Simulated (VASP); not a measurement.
# WO4H2 (W(O)2(OH)2) in VASP: further runs

WO4H2 (W(O)2(OH)2) is run at these levels: PBE; tasks: single point.

Program: VASP 6.6.1. These are calculated values, not measurements. Logs are shortened: lines on timing, memory, paths and dates and some standing lists are left out, and cuts for length are marked.

## 1. The cell of the first run

The cell holds a molecule in a box, 7 atoms: a = 11.580 Å, b = 12.910 Å, c = 11.130 Å, α = 90.00°, β = 90.00°, γ = 90.00°.

## 2. Single point, PBE

INCAR reads:

```
  PREC = Accurate
  ENCUT = 520
  EDIFF = 1E-6
  ISMEAR = 0
  SIGMA = 0.01
  LREAL = False
  LASPH = True
  NELM = 100
  ALGO = Normal
  ISIF = 2
  LWAVE = False
  LCHARG = True
  GGA = PE
  LELF = True
  LVHAR = True
  NBANDS = 29
```

KPOINTS reads:

```
regular mesh
0
Gamma
  1 1 1
```

POSCAR reads:

```
H2WO4
1.0
   11.5800000000      0.0000000000      0.0000000000
    0.0000000000     12.9100000000      0.0000000000
    0.0000000000      0.0000000000     11.1300000000
W O H
1 4 2
Direct
    0.4999050100      0.4998776100      0.5050215600
    0.5767538900      0.5822897000      0.5958805000
    0.4230561300      0.4174647600      0.5958805000
    0.6044179600      0.4230379600      0.4099020700
    0.3953929200      0.5767165000      0.4099020700
    0.6112098400      0.3485670000      0.4043126700
    0.3886010400      0.6511874500      0.4043126700
```

Potentials or basis: VASP PAW PBE potentials, release 64 (W_sv, O, H).

The run is started by

```bash
cat potpaw_PBE.64/W_sv/POTCAR potpaw_PBE.64/O/POTCAR potpaw_PBE.64/H/POTCAR > POTCAR
mpirun -np 1 vasp_gam > vasp.out
```

OUTCAR:

```text
PREC = Accurate
   ENCUT = 520
   EDIFF = 1E-6
   ISMEAR = 0
   LREAL = False
   LASPH = True
   NELM = 100
   ISIF = 2
   GGA = PE

 ion  position               nearest neighbor table
   1  0.500  0.500  0.505-   2 1.72   3 1.72   5 1.89   4 1.89
   2  0.577  0.582  0.596-   1 1.72
   3  0.423  0.417  0.596-   1 1.72
   4  0.604  0.423  0.410-   6 0.97   1 1.89
   5  0.395  0.577  0.410-   7 0.97   1 1.89
   6  0.611  0.349  0.404-   4 0.97
   7  0.389  0.651  0.404-   5 0.97

  LATTYP: Found a simple orthorhombic cell.
 ALAT       =    11.1300000000
 B/A-ratio  =     1.0404312668
 C/A-ratio  =     1.1599281222

  Lattice vectors:

 A1 = (   0.0000000000,   0.0000000000,  11.1300000000)
 A2 = (  11.5800000000,   0.0000000000,   0.0000000000)
 A3 = (   0.0000000000,  12.9100000000,   0.0000000000)

Analysis of symmetry for initial positions (statically):
=====================================================================
 Subroutine PRICEL returns:
 Original cell was already a primitive cell.

 Routine SETGRP: Setting up the symmetry group for a
 simple orthorhombic supercell.

 Subroutine GETGRP returns: Found  2 space group operations
 (whereof  1 operations were pure point group operations)
 out of a pool of  8 trial point group operations.

The static configuration has the point symmetry C_1 .
 The point group associated with its full space group is C_2 .

Analysis of symmetry for dynamics (positions and initial velocities):
=====================================================================
 Subroutine PRICEL returns:
 Original cell was already a primitive cell.

 Routine SETGRP: Setting up the symmetry group for a
 simple orthorhombic supercell.

 Subroutine GETGRP returns: Found  2 space group operations
 (whereof  1 operations were pure point group operations)
 out of a pool of  8 trial point group operations.

The dynamic configuration has the point symmetry C_1 .
 The point group associated with its full space group is C_2 .

 Subroutine INISYM returns: Found  2 space group operations
 (whereof  1 operations are pure point group operations),
 and found     1 'primitive' translations

----------------------------------------------------------------------------------------

                                     Primitive cell

  volume of cell :    1663.9105

  direct lattice vectors                    reciprocal lattice vectors
    11.580000000  0.000000000  0.000000000     0.086355786  0.000000000  0.000000000
     0.000000000 12.910000000  0.000000000     0.000000000  0.077459334  0.000000000
     0.000000000  0.000000000 11.130000000     0.000000000  0.000000000  0.089847260

  length of vectors
    11.580000000 12.910000000 11.130000000     0.086355786  0.077459334  0.089847260

  position of ions in fractional coordinates (direct lattice)
     0.499905010  0.499877610  0.505021560
     0.576753890  0.582289700  0.595880500
     0.423056130  0.417464760  0.595880500
     0.604417960  0.423037960  0.409902070
     0.395392920  0.576716500  0.409902070
     0.611209840  0.348567000  0.404312670
     0.388601040  0.651187450  0.404312670

  ion indices of the primitive-cell ions
   primitive index   ion index
                 1           1
                 2           2
                 3           3
                 4           4
                 5           5
                 6           6
                 7           7

----------------------------------------------------------------------------------------

 KPOINTS: regular mesh

Automatic generation of k-mesh.
 Grid dimensions read from file:
 generate k-points for:    1    1    1

 Generating k-lattice:

  Cartesian coordinates                     Fractional coordinates (reciprocal lattice)
     0.086355786  0.000000000  0.000000000     1.000000000  0.000000000  0.000000000
     0.000000000  0.077459334  0.000000000     0.000000000  1.000000000  0.000000000
     0.000000000  0.000000000  0.089847260     0.000000000  0.000000000  1.000000000

  Length of vectors
     0.086355786  0.077459334  0.089847260

  Shift w.r.t. Gamma in fractional coordinates (k-lattice)
     0.000000000  0.000000000  0.000000000

 Subroutine IBZKPT returns following result:
 ===========================================

 Found      1 irreducible k-points:

 Following reciprocal coordinates:
            Coordinates               Weight
  0.000000  0.000000  0.000000      1.000000
   k-points           NKPTS =      1   k-points in BZ     NKDIM =      1   number of bands    NBANDS=     29
   number of dos      NEDOS =    301   number of ions     NIONS =      7
   total plane-waves  NPLWV = 725760
   dimension x,y,z NGX =    90 NGY =   96 NGZ =   84
   dimension x,y,z NGXF=   180 NGYF=  192 NGZF=  168
   ions per type =               1   4   2
   NGX,Y,Z   is equivalent  to a cutoff of  12.92, 12.36, 12.55 a.u.
   NGXF,Y,Z  is equivalent  to a cutoff of  25.84, 24.72, 25.09 a.u.
 SYSTEM =  unknown system
   PREC   = accura    normal or accurate (medium, high low for compatibility)
   ISTART =      0    job   : 0-new  1-cont  2-samecut
   ICHARG =      2    charge: 1-file 2-atom 10-const
   ISPIN  =      1    spin polarized calculation?
   LNONCOLLINEAR =      F non collinear calculations
   LSORBIT =      F    spin-orbit coupling
   LASPH  =      T    aspherical Exc in radial PAW
   ENCUT  =  520.0 eV  38.22 Ry    6.18 a.u.  21.53 24.00 20.69*2*pi/ulx,y,z
   NELM   =    100;   NELMIN=  2; NELMDL= -5     # of ELM steps
   EDIFF  = 0.1E-05   stopping-criterion for ELM
   LREAL  =      F    real-space projection
   EDIFFG = 0.1E-04   stopping-criterion for IOM
   NSW    =      0    number of steps for IOM
   IBRION =     -1    ionic relax: 0-MD 1-quasi-New 2-CG
   NFREE  =      0    steps in history (QN), initial steepest desc. (CG)
   ISIF   =      2    stress and relaxation
   ISYM   =      2    0-nonsym 1-usesym 2-fastsym
   POTIM  = 0.5000    time-step for ionic-motion
   TEBEG  =    0.0;   TEEND  =   0.0 temperature during run
   PSTRESS=    0.0 pullay stress
   NELECT =      40.0000    total number of electrons
   NUPDOWN=      -1.0000    fix difference up-down
   EMIN   =  10.00;   EMAX   =-10.00  energy-range for DOS
   EFERMI =   0.00;   METHOD = LEGACY
   ISMEAR =     0;   SIGMA  =   0.01  broadening in eV -4-tet -1-fermi 0-gaus
   EFERMI_NEDOS =   21; number of points for ismear=-14 and -15
   IALGO  =     38    algorithm
   IMIX   =      4    mixing-type and parameters
     AMIX     =   0.40;   BMIX     =  1.00
     AMIX_MAG =   1.60;   BMIX_MAG =  1.00
  volume/ion in A,a.u.               =     237.70      1604.09
  Fermi-wavevector in a.u.,A,eV,Ry     =   0.472482  0.892861  3.037348  0.223239
  Thomas-Fermi vector in A             =   1.465704
   LORBIT       =      0    0 simple, 1 ext, 2 COOP (PROOUT), +10 PAW based schemes
   GGA     = PE    functional components
   LHFCALC =     F    Hartree Fock is set to
   AEXX    =    0.0000 exact exchange contribution
   IVDW    =     0    specifies the selected vdW correction
   LEPSILON=     F    determine dielectric tensor
   LRPA    =     F    only Hartree local field effects (RPA)
 non-spin polarized calculation
 Gauss-broadening in eV      SIGMA  =   0.01
  energy-cutoff  :      520.00
  volume of cell :     1663.91
 maximum number of plane-waves:     22420
 NGX is ok and might be reduce to    90
   NGX = 43   NGY = 49   NGZ = 41

 number of electron      39.9999994 magnetization

 Free energy of the ion-electron system (eV)
  ---------------------------------------------------
  ext. energy  EPLUGINS =         0.00000000
  ---------------------------------------------------
  free energy    TOTEN  =       -49.54508368 eV

  energy without entropy =      -49.54508368  energy(sigma->0) =      -49.54508368

 E-fermi :  -6.9109     XC(G=0):  -0.8847

 val. band max:       -7.0074483327   @ k =   0.0000   0.0000   0.0000
 cond. band min:      -2.2029923961   @ k =   0.0000   0.0000   0.0000
 fundamental gap:      4.8044559366
 Fermi energy:        -6.9109348878

 k-point     1 :       0.0000    0.0000    0.0000
  band No.  band energies     occupation
      1     -80.3050      2.00000
      2     -44.8127      2.00000
      3     -44.7736      2.00000
      4     -44.6724      2.00000
      5     -25.2617      2.00000
      6     -25.0665      2.00000
      7     -22.7281      2.00000
      8     -22.4193      2.00000
      9     -13.3529      2.00000
     10     -13.3309      2.00000
     11     -10.1177      2.00000
     12      -9.9790      2.00000
     13      -9.9640      2.00000
     14      -9.5383      2.00000
     15      -8.7902      2.00000
     16      -8.4450      2.00000
     17      -8.2602      2.00000
     18      -7.8311      2.00000
     19      -7.7880      2.00000
     20      -7.0074      2.00000
     21      -2.2030      0.00000
     22      -1.9785      0.00000
     23      -1.2762      0.00000
     24      -1.2040      0.00000
     25      -0.1746      0.00000
     26      -0.0994      0.00000
     27      -0.0549      0.00000
     28       0.5549      0.00000
     29       0.7785      0.00000

------------------------ aborting loop because EDIFF is reached ----------------------------------------

  FORCE on cell =-STRESS in cart. coord.  units (eV):
  Direction    XX          YY          ZZ          XY          YZ          ZX
  --------------------------------------------------------------------------------------
  -------------------------------------------------------------------------------------
  Total        1.0655852      1.3095906      1.1190565      0.7273271      0.0000000      0.0000000
  in kB        1.0260506      1.2610031      1.0775381      0.7003423      0.0000000      0.0000000
  external PRESSURE =       1.1215306 kB  Pullay stress =       0.0000000 kB

 VOLUME and BASIS-vectors are now :
 -----------------------------------------------------------------------------
  energy-cutoff  :      520.00
  volume of cell :     1663.91
      direct lattice vectors                 reciprocal lattice vectors
    11.580000000  0.000000000  0.000000000     0.086355786  0.000000000  0.000000000
     0.000000000 12.910000000  0.000000000     0.000000000  0.077459334  0.000000000
     0.000000000  0.000000000 11.130000000     0.000000000  0.000000000  0.089847260

 POSITION                                       TOTAL-FORCE (eV/Angst)
 -----------------------------------------------------------------------------------
      5.78890      6.45342      5.62089         0.000000      0.000000     -0.611534
      6.67881      7.51736      6.63215         0.453999      0.484980      0.465580
      4.89899      5.38947      6.63215        -0.453999     -0.484980      0.465580
      6.99916      5.46142      4.56221         0.210182      0.127853     -0.181045
      4.57865      7.44541      4.56221        -0.210182     -0.127853     -0.181045
      7.07781      4.50000      4.50000        -0.044458     -0.168377      0.021232
      4.50000      8.40683      4.50000         0.044458      0.168377      0.021232
 -----------------------------------------------------------------------------------
    total drift:                               -0.014947      0.023789     -0.000654

  FREE ENERGIE OF THE ION-ELECTRON SYSTEM (eV)
  ---------------------------------------------------
  free  energy   TOTEN  =       -49.5450836822 eV

  energy  without entropy=      -49.5450836822  energy(sigma->0) =      -49.54508368
```

Run time: 4.2 min. Hardware: 1 thread of AMD EPYC 7R13 (Zen 3), shared host; peak memory 1.2 GiB.

Results:

```yaml
Free_energy: -49.5451 eV
Largest_force: 0.811 eV/Å
Gap_between_the_frontier_levels: 4.80 eV
```

Forces on the atoms (eV/Å):
```
W    0.000  0.000 -0.612
O    0.454  0.485  0.466
O   -0.454 -0.485  0.466
O    0.210  0.128 -0.181
O   -0.210 -0.128 -0.181
H   -0.044 -0.168  0.021
H    0.044  0.168  0.021
```

Levels at points of the mesh, in eV from the valence-band top:
| k point | band 18 | band 19 | band 20 | band 21 | band 22 | band 23 |
| --- | --- | --- | --- | --- | --- | --- |
| (0.00, 0.00, 0.00) | -0.82 | -0.78 | 0.00 | 4.80 | 5.03 | 5.73 |

Caveat: spin-orbit coupling is left out, which moves the levels of the heavy elements.

## 3. Single point, PBE, non-collinear spin, zero start, spin-orbit coupling

INCAR reads:

```
ALGO = Normal
EDIFF = 1E-7
ENCUT = 520
GGA = PE
GGA_COMPAT = F
ISIF = 2
ISMEAR = 0
LASPH = T
LCHARG = F
LMAXMIX = 4
LNONCOLLINEAR = T
LORBIT = 11
LORBMOM = T
LREAL = F
LSORBIT = T
LWAVE = F
MAGMOM = 0 0 0 0 0 0 0 0 0 0 0 0 0 0 0 0 0 0 0 0 0
NBANDS = 57
NELM = 150
PREC = Accurate
SIGMA = 0.01
```

KPOINTS reads:

```
k-points
0
Gamma
  1 1 1
```

POSCAR is that of step 2.

Potentials or basis: VASP PAW PBE potentials, release 64 (W_sv, O, H).

The run is started by

```bash
cat potpaw_PBE.64/W_sv/POTCAR potpaw_PBE.64/O/POTCAR potpaw_PBE.64/H/POTCAR > POTCAR
mpirun -np 1 vasp_ncl > vasp.out
```

Run time: 22 min. Hardware: 1 thread of AMD EPYC 7R13 (Zen 3), shared host; peak memory 3.9 GiB.

Results (log left out):

```
Free energy                                           : -50.2672 eV
Largest force                                         : 0.816 eV/Å
Net moment                                            : 0.00 μB per cell
Valence electrons inside the program's atomic spheres : W 12.42; O 4.99, 5.14; H 0.74
```

Forces on the atoms (eV/Å):
```
W    0.000  0.000 -0.609
O    0.456  0.485  0.472
O   -0.456 -0.485  0.472
O    0.228  0.127 -0.194
O   -0.228 -0.127 -0.194
H   -0.050 -0.173  0.026
H    0.050  0.173  0.026
```

Moments on the atoms (μB; x, y, z):
```
W   0.00 0.00 0.00
O   0.00 0.00 0.00
O   0.00 0.00 0.00
O   0.00 0.00 0.00
O   0.00 0.00 0.00
H   0.00 0.00 0.00
H   0.00 0.00 0.00
```
